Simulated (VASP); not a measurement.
Crystal: Ce.

```
CELL_PARAMETERS angstrom
-1.94330 1.94330 1.94330
1.94330 -1.94330 1.94330
1.94330 1.94330 -1.94330
ATOMIC_POSITIONS crystal
Ce 0.00000 0.00000 0.00000
```

This isn't the form of Ce at room conditions, which is fcc.

Base run:

| Property | Result |
| --- | --- |
| Program | VASP 6.6.1 |
| Functional | PBEsol |
| Potentials or basis | VASP PAW PBE potentials, release 64 (Ce) |
| Cutoff | 520 eV |
| k mesh | 10 × 10 × 10 |
| Occupations | fermi-dirac, width 0.05 eV |
| Spin | no spin polarisation |

Its results: pressure -5.8 GPa.

Q: The run is repeated on the same cell with these changes: spin from no spin polarisation to collinear spin, ferromagnetic start; further incar settings from ALGO = Fast; EDIFF = 1e-06; NBANDS = 12 to ALGO = Normal; EDIFF = 1e-07; NBANDS = 16. What comes out?

A: Pressure -4.7 GPa; net moment 0.76 μB per cell; site moments Ce +0.61 μB.

Caveats: the cell stands under tension; the PAW data sets were made with another functional, which shifts forces and pressure a little; the magnetic or orbital state may not be the lowest (at least some runs).
